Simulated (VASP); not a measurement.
# Ge2F (P4_2/nmc) in VASP: a series of runs, part 3 of 3

VASP 6.6.1. Earlier steps stand in the parts before.

## (5) Single point, PBE

This run uses another cell than the first one, of 16.77 Å³/atom.

The input, INCAR:

```
SYSTEM = Ge2F
  PREC = Accurate
  ENCUT = 520
  EDIFF = 1E-7
  ISMEAR = 0
  SIGMA = 0.1
  LREAL = .FALSE.
  LASPH = .TRUE.
  NELM = 80
  ALGO = Normal
  ISIF = 2
  LWAVE = .FALSE.
  LCHARG = .FALSE.
  GGA = PE
  NBANDS = 44
```

The input, KPOINTS:

```
regular mesh
0
G
  12 12 4
  0 0 0
```

The input, POSCAR:

```
Ge2F
1.0
    2.8306350853      0.0000000000      0.0000000000
    0.0000000000      2.8306350853      0.0000000000
    0.0000000000      0.0000000000     12.5583130404
Ge F
4 2
Direct
    0.0000000000      0.5000000000      0.1530374270
    0.0000000000      0.5000000000      0.6530374270
    0.5000000000      0.0000000000      0.3469625730
    0.5000000000      0.0000000000      0.8469625730
    0.0000000000      0.0000000000      0.0000000000
    0.5000000000      0.5000000000      0.5000000000
```

Potentials or basis: VASP PAW PBE potentials, release 64 (Ge_d, F).

Started as:

```
$ cat potpaw_PBE.64/Ge_d/POTCAR potpaw_PBE.64/F/POTCAR > POTCAR
$ mpirun -np 1 vasp_std > vasp.out
```

OUTCAR:

```text
SYSTEM = Ge2F
   PREC = Accurate
   ENCUT = 520
   EDIFF = 1E-7
   ISMEAR = 0
   LREAL = .FALSE.
   LASPH = .TRUE.
   NELM = 80
   ISIF = 2
   GGA = PE

 ion  position               nearest neighbor table
   1  0.000  0.500  0.153-   5 2.39   5 2.39
   2  0.000  0.500  0.653-   6 2.39   6 2.39
   3  0.500  0.000  0.347-   6 2.39   6 2.39
   4  0.500  0.000  0.847-   5 2.39   5 2.39
   5  0.000  0.000  0.000-   1 2.39   4 2.39   1 2.39   4 2.39
   6  0.500  0.500  0.500-   2 2.39   3 2.39   3 2.39   2 2.39

  LATTYP: Found a simple tetragonal cell.
 ALAT       =     2.8306350853
 C/A-ratio  =     4.4365708267

  Lattice vectors:

 A1 = (   2.8306350853,   0.0000000000,   0.0000000000)
 A2 = (   0.0000000000,   2.8306350853,   0.0000000000)
 A3 = (   0.0000000000,   0.0000000000,  12.5583130404)

Analysis of symmetry for initial positions (statically):
=====================================================================
 Subroutine PRICEL returns:
 Original cell was already a primitive cell.

 Routine SETGRP: Setting up the symmetry group for a
 simple tetragonal supercell.

 Subroutine GETGRP returns: Found 16 space group operations
 (whereof  8 operations were pure point group operations)
 out of a pool of 16 trial point group operations.

The static configuration has the point symmetry D_2d.
 The point group associated with its full space group is D_4h.

Analysis of symmetry for dynamics (positions and initial velocities):
=====================================================================
 Subroutine PRICEL returns:
 Original cell was already a primitive cell.

 Routine SETGRP: Setting up the symmetry group for a
 simple tetragonal supercell.

 Subroutine GETGRP returns: Found 16 space group operations
 (whereof  8 operations were pure point group operations)
 out of a pool of 16 trial point group operations.

The dynamic configuration has the point symmetry D_2d.
 The point group associated with its full space group is D_4h.

 Subroutine INISYM returns: Found 16 space group operations
 (whereof  8 operations are pure point group operations),
 and found     1 'primitive' translations

----------------------------------------------------------------------------------------

                                     Primitive cell

  volume of cell :     100.6234

  direct lattice vectors                    reciprocal lattice vectors
     2.830635085  0.000000000  0.000000000     0.353277611  0.000000000  0.000000000
     0.000000000  2.830635085  0.000000000     0.000000000  0.353277611  0.000000000
     0.000000000  0.000000000 12.558313040     0.000000000  0.000000000  0.079628529

  length of vectors
     2.830635085  2.830635085 12.558313040     0.353277611  0.353277611  0.079628529

  position of ions in fractional coordinates (direct lattice)
     0.000000000  0.500000000  0.153037427
     0.000000000  0.500000000  0.653037427
     0.500000000  0.000000000  0.346962573
     0.500000000  0.000000000  0.846962573
[... 34 lines left out ...]
 ===========================================

 Found     84 irreducible k-points:

 Following reciprocal coordinates:
            Coordinates               Weight
  0.000000  0.000000  0.000000      1.000000
  0.083333  0.000000  0.000000      4.000000
  0.166667  0.000000  0.000000      4.000000
  0.250000  0.000000  0.000000      4.000000
  0.333333  0.000000  0.000000      4.000000
  0.416667  0.000000  0.000000      4.000000
[... 16 lines left out ...]
  0.333333  0.333333  0.000000      4.000000
  0.416667  0.333333  0.000000      8.000000
 [... further k-points ...]
   k-points           NKPTS =     84   k-points in BZ     NKDIM =     84   number of bands    NBANDS=     44
   number of dos      NEDOS =    301   number of ions     NIONS =      6
   total plane-waves  NPLWV =  55296
   dimension x,y,z NGX =    24 NGY =   24 NGZ =   96
   dimension x,y,z NGXF=    48 NGYF=   48 NGZF=  192
   ions per type =               4   2
   NGX,Y,Z   is equivalent  to a cutoff of  14.10, 14.10, 12.71 a.u.
   NGXF,Y,Z  is equivalent  to a cutoff of  28.19, 28.19, 25.42 a.u.
 SYSTEM =  Ge2F
   PREC   = accura    normal or accurate (medium, high low for compatibility)
   ISTART =      0    job   : 0-new  1-cont  2-samecut
   ICHARG =      2    charge: 1-file 2-atom 10-const
   ISPIN  =      1    spin polarized calculation?
   LNONCOLLINEAR =      F non collinear calculations
   LSORBIT =      F    spin-orbit coupling
   LASPH  =      T    aspherical Exc in radial PAW
   ENCUT  =  520.0 eV  38.22 Ry    6.18 a.u.   5.26  5.26 23.35*2*pi/ulx,y,z
   NELM   =     80;   NELMIN=  2; NELMDL= -5     # of ELM steps
   EDIFF  = 0.1E-06   stopping-criterion for ELM
   LREAL  =      F    real-space projection
   EDIFFG = 0.1E-05   stopping-criterion for IOM
   NSW    =      0    number of steps for IOM
   IBRION =     -1    ionic relax: 0-MD 1-quasi-New 2-CG
   NFREE  =      0    steps in history (QN), initial steepest desc. (CG)
   ISIF   =      2    stress and relaxation
   ISYM   =      2    0-nonsym 1-usesym 2-fastsym
   POTIM  = 0.5000    time-step for ionic-motion
   TEBEG  =    0.0;   TEEND  =   0.0 temperature during run
   PSTRESS=    0.0 pullay stress
   NELECT =      70.0000    total number of electrons
   NUPDOWN=      -1.0000    fix difference up-down
   EMIN   =  10.00;   EMAX   =-10.00  energy-range for DOS
   EFERMI =   0.00;   METHOD = LEGACY
   ISMEAR =     0;   SIGMA  =   0.10  broadening in eV -4-tet -1-fermi 0-gaus
   EFERMI_NEDOS =   21; number of points for ismear=-14 and -15
   IALGO  =     38    algorithm
   IMIX   =      4    mixing-type and parameters
     AMIX     =   0.40;   BMIX     =  1.00
     AMIX_MAG =   1.60;   BMIX_MAG =  1.00
  volume/ion in A,a.u.               =      16.77       113.17
  Fermi-wavevector in a.u.,A,eV,Ry     =   1.450578  2.741195 28.629068  2.104177
  Thomas-Fermi vector in A             =   2.568174
   LORBIT       =      0    0 simple, 1 ext, 2 COOP (PROOUT), +10 PAW based schemes
   GGA     = PE    functional components
   LHFCALC =     F    Hartree Fock is set to
   AEXX    =    0.0000 exact exchange contribution
   IVDW    =     0    specifies the selected vdW correction
   LEPSILON=     F    determine dielectric tensor
   LRPA    =     F    only Hartree local field effects (RPA)
 non-spin polarized calculation
 Gauss-broadening in eV      SIGMA  =   0.10
  energy-cutoff  :      520.00
  volume of cell :      100.62
 maximum number of plane-waves:      2744
 NGX is ok and might be reduce to    24
   NGX = 11   NGY = 11   NGZ = 47

 number of electron      69.9999962 magnetization

 Free energy of the ion-electron system (eV)
  ---------------------------------------------------
  ext. energy  EPLUGINS =         0.00000000
  ---------------------------------------------------
  free energy    TOTEN  =       -25.09075263 eV

  energy without entropy =      -25.07691823  energy(sigma->0) =      -25.08383543

 E-fermi :   4.9989     XC(G=0): -10.6486

 val. band max:        4.9959167776   @ k =   0.1667   0.1667   0.5000
 cond. band min:       5.0041348941   @ k =   0.3333   0.1667   0.5000
 fundamental gap:      0.0082181165
 Fermi energy:         4.9988985669

 k-point     1 :       0.0000    0.0000    0.0000
  band No.  band energies     occupation
      1     -19.9217      2.00000
      2     -19.9120      2.00000
      3     -19.9091      2.00000
      4     -19.9018      2.00000
      5     -19.8972      2.00000
      6     -19.8887      2.00000
[... 1117 lines left out ...]
     43       9.6173      0.00000
     44       9.6386      0.00000

 [... further k-points ...]

------------------------ aborting loop because EDIFF is reached ----------------------------------------

  FORCE on cell =-STRESS in cart. coord.  units (eV):
  Direction    XX          YY          ZZ          XY          YZ          ZX
  --------------------------------------------------------------------------------------
  -------------------------------------------------------------------------------------
  Total       -0.0604602     -0.0604602     -0.0110727      0.0000000      0.0000000      0.0000000
  in kB       -0.9626787     -0.9626787     -0.1763052      0.0000000      0.0000000      0.0000000
  external PRESSURE =      -0.7005542 kB  Pullay stress =       0.0000000 kB

 VOLUME and BASIS-vectors are now :
 -----------------------------------------------------------------------------
  energy-cutoff  :      520.00
  volume of cell :      100.62
      direct lattice vectors                 reciprocal lattice vectors
     2.830635085  0.000000000  0.000000000     0.353277611  0.000000000  0.000000000
     0.000000000  2.830635085  0.000000000     0.000000000  0.353277611  0.000000000
     0.000000000  0.000000000 12.558313040     0.000000000  0.000000000  0.079628529

 POSITION                                       TOTAL-FORCE (eV/Angst)
 -----------------------------------------------------------------------------------
      0.00000      1.41532      1.92189        -0.000000     -0.000000      0.006917
      0.00000      1.41532      8.20105         0.000000      0.000000      0.006917
      1.41532      0.00000      4.35726         0.000000      0.000000     -0.006917
      1.41532      0.00000     10.63642         0.000000      0.000000     -0.006917
      0.00000      0.00000      0.00000         0.000000     -0.000000     -0.000000
      1.41532      1.41532      6.27916        -0.000000      0.000000     -0.000000
 -----------------------------------------------------------------------------------
    total drift:                                0.000000      0.000000      0.000000

  FREE ENERGIE OF THE ION-ELECTRON SYSTEM (eV)
  ---------------------------------------------------
  free  energy   TOTEN  =       -25.0907526348 eV

  energy  without entropy=      -25.0769182254  energy(sigma->0) =      -25.08383543
```

It took 5.9 min on 1 thread of Oxide Virtual Turin-like, shared host; peak memory 0.37 GiB.

Results:

- Free energy: -25.0908 eV
- Pressure: -0.1 GPa
- Largest force: 0.007 eV/Å
- Band gap on the k mesh: zero (bands 35 and 36 overlap by 6.55 eV)

Forces in eV/Å, atoms in the order of the input:
```
Ge   0.000  0.000  0.007
Ge   0.000  0.000  0.007
Ge   0.000  0.000 -0.007
Ge   0.000  0.000 -0.007
F    0.000  0.000  0.000
F    0.000  0.000  0.000
```

Levels at points of the mesh, in eV from the Fermi level:
```
           k point  band 32  band 33  band 34  band 35  band 36  band 37  band 38  band 39
(0.00, 0.00, 0.00)    -4.06    -2.14     0.52     2.92     5.41     5.61     5.61     5.80
(0.50, 0.00, 0.00)    -3.87    -2.95    -2.95    -2.33    -2.33     2.71     2.71     3.23
(0.50, 0.50, 0.00)    -3.22    -2.40    -2.40    -1.93    -1.93    -0.08    -0.08     0.89
(0.00, 0.00, 0.50)    -4.06    -0.80    -0.80     4.23     4.23     5.69     5.69     5.72
(0.50, 0.00, 0.50)    -3.87    -3.53    -3.53    -1.89    -1.89     2.40     2.40     3.48
(0.50, 0.50, 0.50)    -3.29    -2.31    -2.31    -2.06    -2.06     0.09     0.09     0.74
```

## (6) Single point, PBE

This run uses another cell than the first one, of 16.67 Å³/atom.

The input, INCAR:

```
PREC = Accurate ; ENCUT = 520
EDIFF = 1E-7 ; ISMEAR = 0
SIGMA = 0.1 ; LREAL = False
LASPH = True ; NELM = 100
ALGO = Normal ; ISIF = 2
LWAVE = False ; LCHARG = True
GGA = PE ; LELF = True
LVHAR = True ; NBANDS = 44
```

The input, KPOINTS:

```
regular mesh
0
Gamma
  14 14 4
```

The input, POSCAR:

```
Ge2F
1.0
    2.7922193520      0.0000000000      0.0000000000
    0.0000000000      2.7922193520      0.0000000000
    0.0000000000      0.0000000000     12.8297107203
Ge F
4 2
Direct
    0.0000000000      0.5000000000      0.1504590561
    0.0000000000      0.5000000000      0.6504590561
    0.5000000000      0.0000000000      0.3495409439
    0.5000000000      0.0000000000      0.8495409439
    0.0000000000      0.0000000000      0.0000000000
    0.5000000000      0.5000000000      0.5000000000
```

Potentials or basis: VASP PAW PBE potentials, release 64 (Ge_d, F).

Started as:

```
$ cat potpaw_PBE.64/Ge_d/POTCAR potpaw_PBE.64/F/POTCAR > POTCAR
$ mpirun -np 1 vasp_std > vasp.out
```

Run time: 10 min. Hardware: 1 thread of Oxide Virtual Turin-like, shared host; peak memory 0.42 GiB.

The run converged. Its results:

| Quantity | Value |
| --- | --- |
| Free energy | -25.1604 eV |
| Pressure | -0.1 GPa |
| Largest force | 0.008 eV/Å |
| Band gap on the k mesh | zero (bands 35 and 36 overlap by 6.31 eV) |

Forces on the atoms (eV/Å):
```
Ge   0.000  0.000  0.008
Ge   0.000  0.000  0.008
Ge   0.000  0.000 -0.008
Ge   0.000  0.000 -0.008
F    0.000  0.000  0.000
F    0.000  0.000  0.000
```

Levels at points of the mesh, in eV from the Fermi level:
| k point | band 33 | band 34 | band 35 | band 36 | band 37 | band 38 | band 39 | band 40 |
| --- | --- | --- | --- | --- | --- | --- | --- | --- |
| (0.00, 0.00, 0.00) | -2.31 | 0.34 | 2.54 | 4.98 | 6.13 | 6.13 | 6.32 | 6.32 |
| (0.50, 0.00, 0.00) | -3.12 | -3.12 | -2.46 | -2.46 | 2.56 | 2.56 | 3.06 | 3.06 |
| (0.50, 0.50, 0.00) | -2.21 | -2.21 | -1.77 | -1.77 | -0.24 | -0.24 | 0.73 | 0.73 |
| (0.00, 0.00, 0.50) | -0.99 | -0.99 | 3.85 | 3.85 | 6.21 | 6.21 | 6.23 | 6.23 |
| (0.50, 0.00, 0.50) | -3.66 | -3.66 | -2.07 | -2.07 | 2.25 | 2.25 | 3.32 | 3.32 |
| (0.50, 0.50, 0.50) | -2.12 | -2.12 | -1.91 | -1.91 | -0.09 | -0.09 | 0.61 | 0.61 |

## (7) The runs side by side

```csv
task,cell,k mesh,cutoff (eV),gap on the mesh (eV),pressure (GPa),largest force (eV/Å)
single point,"a = 3.278, b = 3.278, c = 9.453 Å, 6 atoms, atomic positions A",6 × 6 × 2,520,none,20.2,3.29
single point,"a = 3.414, b = 3.414, c = 9.617 Å, 6 atoms, atomic positions B",6 × 6 × 2,520,none,0.1,0.01
relaxation of cell and atoms,"relaxed from a = 3.278, b = 3.278, c = 9.453 Å, 6 atoms, atomic positions A",6 × 6 × 2,600,none,0.0,0.03
single point,"a = 2.831, b = 2.831, c = 12.558 Å, 6 atoms, atomic positions C",12 × 12 × 4,520,none,-0.1,0.01
single point,"a = 2.792, b = 2.792, c = 12.830 Å, 6 atoms, atomic positions D",14 × 14 × 4,520,none,-0.1,0.01
```

Alike in all rows: level PBE; potentials or basis VASP PAW PBE potentials, release 64 (Ge_d, F); no spin polarisation; smearing gaussian 0.1 eV.

Caveats: the cell stands under pressure (at least some runs); forces of over 1 eV/Å act on the atoms, so gaps and moduli don't describe the material at rest (at least some runs).

Absolute energies hang on the potentials; compare differences alone.
